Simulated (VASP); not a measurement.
# PbS in VASP: a series of runs

PbS is run at these levels: PBEsol; tasks: single point.

Everything below comes from runs of VASP 6.6.1. Logs are shortened: lines on timing, memory, paths and dates and some standing lists are left out, and cuts for length are marked.

### Step 1. The cell of the first run

The cell holds a slab with vacuum, 4 atoms: a = 4.130 Å, b = 4.130 Å, c = 11.409 Å, α = 93.86°, β = 93.86°, γ = 89.21°.

### Step 2. Single point, PBEsol (zz strain of -3 %)

The input, INCAR:

```
SYSTEM = PbS
PREC = Accurate
ENCUT = 520
EDIFF = 1E-6
ISMEAR = -1
SIGMA = 0.01
LREAL = .FALSE.
LASPH = .TRUE.
NELM = 100
ALGO = Normal
ISIF = 2
LWAVE = .FALSE.
LCHARG = .FALSE.
GGA = PS
NBANDS = 28
```

The input, KPOINTS:

```
Automatic mesh
0
G
  7 7 3
  0 0 0
```

The input, POSCAR:

```
PbS
1.0
    2.9405000000     -2.9000000000      0.0000000000
    2.9405000000      2.9000000000      0.0000000000
   -1.0800500000      0.0000000000     11.3580113000
Pb S
2 2
Direct
    0.7756000000      0.7756000000      0.6363800000
    0.2244000000      0.2244000000      0.3636200000
    0.2684000000      0.2684000000      0.5986000000
    0.7316000000      0.7316000000      0.4014000000
```

Potentials or basis: VASP PAW PBE potentials, release 64 (Pb_d, S).

Run with:

```console
$ cat potpaw_PBE.64/Pb_d/POTCAR potpaw_PBE.64/S/POTCAR > POTCAR
$ mpirun -np 1 vasp_std > vasp.out
```

OUTCAR:

```text
SYSTEM = PbS
   PREC = Accurate
   ENCUT = 520
   EDIFF = 1E-6
   ISMEAR = -1
   LREAL = .FALSE.
   LASPH = .TRUE.
   NELM = 100
   ISIF = 2
   GGA = PS

 ion  position               nearest neighbor table
   1  0.776  0.776  0.636-   4 2.67   3 2.93   3 2.93   3 2.97   3 2.97
   2  0.224  0.224  0.364-   3 2.67   4 2.93   4 2.93   4 2.97   4 2.97
   3  0.268  0.268  0.599-   2 2.67   1 2.93   1 2.93   1 2.97   1 2.97
   4  0.732  0.732  0.401-   1 2.67   2 2.93   2 2.93   2 2.97   2 2.97

  LATTYP: Found a base centered monoclinic cell.
 ALAT       =     5.8810000000
 B/A-ratio  =     0.9862268322
 C/A-ratio  =     1.9400182805
 COS(beta)  =    -0.0946644377

  Lattice vectors:

 A1 = (   2.9405000000,  -2.9000000000,   0.0000000000)
 A2 = (   2.9405000000,   2.9000000000,   0.0000000000)
 A3 = (  -1.0800500000,   0.0000000000,  11.3580113000)

Analysis of symmetry for initial positions (statically):
=====================================================================
 Subroutine PRICEL returns:
 Original cell was already a primitive cell.

 Routine SETGRP: Setting up the symmetry group for a
 base centered monoclinic supercell.

 Subroutine GETGRP returns: Found  4 space group operations
 (whereof  4 operations were pure point group operations)
 out of a pool of  4 trial point group operations.

The static configuration has the point symmetry C_2h.

Analysis of symmetry for dynamics (positions and initial velocities):
=====================================================================
 Subroutine PRICEL returns:
 Original cell was already a primitive cell.

 Routine SETGRP: Setting up the symmetry group for a
 base centered monoclinic supercell.

 Subroutine GETGRP returns: Found  4 space group operations
 (whereof  4 operations were pure point group operations)
 out of a pool of  4 trial point group operations.

The dynamic configuration has the point symmetry C_2h.

 Subroutine INISYM returns: Found  4 space group operations
 (whereof  4 operations are pure point group operations),
 and found     1 'primitive' translations

----------------------------------------------------------------------------------------

                                     Primitive cell

  volume of cell :     193.7097

  direct lattice vectors                    reciprocal lattice vectors
     2.940500000 -2.900000000  0.000000000     0.170039109 -0.172413793  0.016169269
     2.940500000  2.900000000  0.000000000     0.170039109  0.172413793  0.016169269
    -1.080050000  0.000000000 11.358011300     0.000000000  0.000000000  0.088043582

  length of vectors
     4.129956447  4.129956447 11.409247508     0.242695818  0.242695818  0.088043582

  position of ions in fractional coordinates (direct lattice)
     0.775600000  0.775600000  0.636380000
     0.224400000  0.224400000  0.363620000
     0.268400000  0.268400000  0.598600000
     0.731600000  0.731600000  0.401400000

  ion indices of the primitive-cell ions
   primitive index   ion index
                 1           1
                 2           2
                 3           3
                 4           4

----------------------------------------------------------------------------------------

 KPOINTS: Automatic mesh

Automatic generation of k-mesh.
 Grid dimensions read from file:
 generate k-points for:    7    7    3

 Generating k-lattice:

  Cartesian coordinates                     Fractional coordinates (reciprocal lattice)
     0.024291301 -0.024630542  0.002309896     0.142857143  0.000000000 -0.000000000
     0.024291301  0.024630542  0.002309896     0.000000000  0.142857143 -0.000000000
     0.000000000  0.000000000  0.029347861     0.000000000  0.000000000  0.333333333

  Length of vectors
     0.034670831  0.034670831  0.029347861

  Shift w.r.t. Gamma in fractional coordinates (k-lattice)
     0.000000000  0.000000000  0.000000000

 Subroutine IBZKPT returns following result:
 ===========================================

 Found     44 irreducible k-points:

 Following reciprocal coordinates:
            Coordinates               Weight
  0.000000  0.000000  0.000000      1.000000
  0.142857  0.000000  0.000000      4.000000
  0.285714  0.000000 -0.000000      4.000000
  0.428571  0.000000 -0.000000      4.000000
  0.142857  0.142857  0.000000      2.000000
  0.285714  0.142857 -0.000000      4.000000
[... 16 lines left out ...]
 -0.142857 -0.000000  0.333333      4.000000
  0.142857  0.142857  0.333333      2.000000
 [... further k-points ...]
   k-points           NKPTS =     44   k-points in BZ     NKDIM =     44   number of bands    NBANDS=     28
   number of dos      NEDOS =    301   number of ions     NIONS =      4
   total plane-waves  NPLWV =  92160
   dimension x,y,z NGX =    32 NGY =   32 NGZ =   90
   dimension x,y,z NGXF=    64 NGYF=   64 NGZF=  180
   ions per type =               2   2
   NGX,Y,Z   is equivalent  to a cutoff of  12.88, 12.88, 13.11 a.u.
   NGXF,Y,Z  is equivalent  to a cutoff of  25.76, 25.76, 26.23 a.u.
 SYSTEM =  PbS
   PREC   = accura    normal or accurate (medium, high low for compatibility)
   ISTART =      0    job   : 0-new  1-cont  2-samecut
   ICHARG =      2    charge: 1-file 2-atom 10-const
   ISPIN  =      1    spin polarized calculation?
   LNONCOLLINEAR =      F non collinear calculations
   LSORBIT =      F    spin-orbit coupling
   LASPH  =      T    aspherical Exc in radial PAW
   ENCUT  =  520.0 eV  38.22 Ry    6.18 a.u.   7.68  7.68 21.21*2*pi/ulx,y,z
   NELM   =    100;   NELMIN=  2; NELMDL= -5     # of ELM steps
   EDIFF  = 0.1E-05   stopping-criterion for ELM
   LREAL  =      F    real-space projection
   EDIFFG = 0.1E-04   stopping-criterion for IOM
   NSW    =      0    number of steps for IOM
   IBRION =     -1    ionic relax: 0-MD 1-quasi-New 2-CG
   NFREE  =      0    steps in history (QN), initial steepest desc. (CG)
   ISIF   =      2    stress and relaxation
   ISYM   =      2    0-nonsym 1-usesym 2-fastsym
   POTIM  = 0.5000    time-step for ionic-motion
   TEBEG  =    0.0;   TEEND  =   0.0 temperature during run
   PSTRESS=    0.0 pullay stress
   NELECT =      40.0000    total number of electrons
   NUPDOWN=      -1.0000    fix difference up-down
   EMIN   =  10.00;   EMAX   =-10.00  energy-range for DOS
   EFERMI =   0.00;   METHOD = LEGACY
   ISMEAR =    -1;   SIGMA  =   0.01  broadening in eV -4-tet -1-fermi 0-gaus
   EFERMI_NEDOS =   21; number of points for ismear=-14 and -15
   IALGO  =     38    algorithm
   IMIX   =      4    mixing-type and parameters
     AMIX     =   0.40;   BMIX     =  1.00
     AMIX_MAG =   1.60;   BMIX_MAG =  1.00
  volume/ion in A,a.u.               =      48.43       326.80
  Fermi-wavevector in a.u.,A,eV,Ry     =   0.967634  1.828563 12.739340  0.936315
  Thomas-Fermi vector in A             =   2.097536
   LORBIT       =      0    0 simple, 1 ext, 2 COOP (PROOUT), +10 PAW based schemes
   GGA     = PS    functional components
   LHFCALC =     F    Hartree Fock is set to
   AEXX    =    0.0000 exact exchange contribution
   IVDW    =     0    specifies the selected vdW correction
   LEPSILON=     F    determine dielectric tensor
   LRPA    =     F    only Hartree local field effects (RPA)
 non-spin polarized calculation
  energy-cutoff  :      520.00
  volume of cell :      193.71
 maximum number of plane-waves:      5239
   NGX = 15   NGY = 15   NGZ = 43

 number of electron      39.9999996 magnetization

 Free energy of the ion-electron system (eV)
  ---------------------------------------------------
  ext. energy  EPLUGINS =         0.00000000
  ---------------------------------------------------
  free energy    TOTEN  =       -18.47223834 eV

  energy without entropy =      -18.47223834  energy(sigma->0) =      -18.47223834

 E-fermi :   0.9406     XC(G=0):  -6.0762

 val. band max:        0.7358902425   @ k =   0.0000   0.0000   0.0000
 cond. band min:       2.1625552297   @ k =   0.0000   0.0000   0.3333
 fundamental gap:      1.4266649872
 Fermi energy:         0.9406431847

 k-point     1 :       0.0000    0.0000    0.0000
  band No.  band energies     occupation
      1     -15.5231      2.00000
      2     -15.4216      2.00000
      3     -15.4122      2.00000
      4     -15.4101      2.00000
      5     -15.3709      2.00000
      6     -15.3695      2.00000
[... 20 lines left out ...]
     27       7.1081      0.00000
     28       7.3736      0.00000

 k-point     2 :       0.1429    0.0000    0.0000
  band No.  band energies     occupation
      1     -15.5116      2.00000
      2     -15.4136      2.00000
      3     -15.4133      2.00000
      4     -15.4007      2.00000
      5     -15.3769      2.00000
      6     -15.3741      2.00000
[... 20 lines left out ...]
     27       6.6856      0.00000
     28       6.9174      0.00000

 k-point     3 :       0.2857    0.0000   -0.0000
  band No.  band energies     occupation
      1     -15.4851      2.00000
      2     -15.4200      2.00000
      3     -15.3962      2.00000
      4     -15.3904      2.00000
      5     -15.3879      2.00000
      6     -15.3823      2.00000
[... 20 lines left out ...]
     27       6.3776      0.00000
     28       7.4737      0.00000

 k-point     4 :       0.4286    0.0000   -0.0000
  band No.  band energies     occupation
      1     -15.4572      2.00000
      2     -15.4347      2.00000
      3     -15.4005      2.00000
      4     -15.3997      2.00000
      5     -15.3855      2.00000
      6     -15.3795      2.00000
[... 578 lines left out ...]
     27       6.2237      0.00000
     28       7.3355      0.00000

 k-point    23 :      -0.1429   -0.0000    0.3333
  band No.  band energies     occupation
      1     -15.5116      2.00000
      2     -15.4136      2.00000
      3     -15.4133      2.00000
      4     -15.4007      2.00000
      5     -15.3769      2.00000
      6     -15.3741      2.00000
[... 20 lines left out ...]
     27       6.6266      0.00000
     28       6.9799      0.00000

 k-point    24 :       0.1429    0.1429    0.3333
  band No.  band energies     occupation
      1     -15.5039      2.00000
      2     -15.4126      2.00000
      3     -15.4057      2.00000
      4     -15.3954      2.00000
      5     -15.3838      2.00000
      6     -15.3789      2.00000
[... 20 lines left out ...]
     27       5.8901      0.00000
     28       7.3960      0.00000

 [... further k-points ...]

------------------------ aborting loop because EDIFF is reached ----------------------------------------

  FORCE on cell =-STRESS in cart. coord.  units (eV):
  Direction    XX          YY          ZZ          XY          YZ          ZX
  --------------------------------------------------------------------------------------
  -------------------------------------------------------------------------------------
  Total       -0.8293235      0.2599221     -0.8484326      0.0000000      0.0000000     -0.0110766
  in kB       -6.8593515      2.1498213     -7.0174034      0.0000000      0.0000000     -0.0916152
  external PRESSURE =      -3.9089779 kB  Pullay stress =       0.0000000 kB

 VOLUME and BASIS-vectors are now :
 -----------------------------------------------------------------------------
  energy-cutoff  :      520.00
  volume of cell :      193.71
      direct lattice vectors                 reciprocal lattice vectors
     2.940500000 -2.900000000  0.000000000     0.170039109 -0.172413793  0.016169269
     2.940500000  2.900000000  0.000000000     0.170039109  0.172413793  0.016169269
    -1.080050000  0.000000000 11.358011300     0.000000000  0.000000000  0.088043582

 POSITION                                       TOTAL-FORCE (eV/Angst)
 -----------------------------------------------------------------------------------
      3.87398      0.00000      7.22801        -0.001379      0.000000     -0.315671
      0.92697      0.00000      4.13000         0.001379      0.000000      0.315671
      0.93194      0.00000      6.79891        -0.003653      0.000000      0.078705
      3.86901      0.00000      4.55911         0.003653      0.000000     -0.078705
 -----------------------------------------------------------------------------------
    total drift:                                0.000000      0.000000      0.000000

  FREE ENERGIE OF THE ION-ELECTRON SYSTEM (eV)
  ---------------------------------------------------
  free  energy   TOTEN  =       -18.4722383407 eV

  energy  without entropy=      -18.4722383407  energy(sigma->0) =      -18.47223834
```

It took 5 min on 1 thread of Intel Xeon 8259CL, shared host; peak memory 0.41 GiB.

Results:

```yaml
Free_energy: -18.4722 eV
Largest_force: 0.316 eV/Å
Band_gap_on_the_k_mesh: 1.43 eV
```

Forces on the atoms (eV/Å):
```
Pb  -0.001  0.000 -0.316
Pb   0.001  0.000  0.316
S   -0.004  0.000  0.079
S    0.004  0.000 -0.079
```

Caveat: the cell differs from its parent crystal (zz strain of -3 %); the PAW data sets were made with another functional, which shifts forces and pressure a little; spin-orbit coupling is left out, which moves the levels of the heavy elements.

(Continued in part 2 of 3.)
